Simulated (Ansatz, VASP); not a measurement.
**Bi in VASP and in Ansatz**

The input INCAR:

```
  ALGO = Normal
  EDIFF = 1E-8
  ENCUT = 520
  GGA = PS
  ISIF = 2
  ISMEAR = -1
  LASPH = True
  LCHARG = False
  LEFG = True
  LREAL = False
  LWAVE = False
  NBANDS = 22
  NELM = 80
  PREC = Accurate
  SIGMA = 0.03
```

KPOINTS

```
k-points
0
Gamma
  10 10 10
```

The input POSCAR:

```
Bi
1.0
    2.3175796175      1.3380552160      4.0315490999
   -2.3175796175      1.3380552160      4.0315490999
    0.0000000000     -2.6761104319      4.0315490999
Bi
2
Direct
    0.2338900000      0.2338900000      0.2338900000
    0.7661100000      0.7661100000      0.7661100000
```

Input for Ansatz:

```yaml
crystal:
  lattice:
    - [2.3175796175, 1.338055216, 4.0315490999]
    - [-2.3175796175, 1.338055216, 4.0315490999]
    - [0.0, -2.6761104319, 4.0315490999]
  atoms:
    - { symbol: Bi, position: [0.23389, 0.23389, 0.23389] }
    - { symbol: Bi, position: [0.76611, 0.76611, 0.76611] }
kpoints:
  mp_grid: { grid: [10, 10, 10] }
scf:
  occupations: { method: fermi_dirac, width: 0.03 }
hamiltonian:
  xc: pbesol
  pseudopotentials: { kind: paw }
output:
  forces: true
  stress: true
  eigenvalues: true
  efg: { contact_densities: true }
```

Change from the starting cell: volume scaled by 1.06, PAW files.

Alike in both runs: task electric field gradients; functional PBEsol; k mesh 10 × 10 × 10; occupations fermi-dirac, width 0.03 eV; no spin polarisation.

|  | VASP | Ansatz |
| --- | --- | --- |
| version | VASP 6.6.1 | Ansatz 0.2.0 |
| potentials or method | VASP PAW PBE potentials, release 64 (Bi_d) | PAW with Ansatz's default frozen-core files, scalar-relativistic |
| plane-wave cutoff (eV) | 520 | 420 |
| valence electrons in the cell | 30 | 30 |

|  | VASP | Ansatz | Ansatz less VASP |
| --- | --- | --- | --- |
| pressure (GPa) | -3.1 | -3.0 | +0.06 |
| traceless stress, the component that is largest in VASP (GPa) | 0.31 | 0.31 | -0.001 |
| rms of the force components (eV/Å) | 0.074 | 0.077 | +0.0035 |
| size of Vzz on the site where it differs most (V/Å²) | 28.0 | 29.4 | +1.34 |

VASP's potentials were made for PBE, not for PBEsol. Atom by atom the forces differ by 0.004 eV/Å (rms over components).

Neither program's run includes spin-orbit coupling.
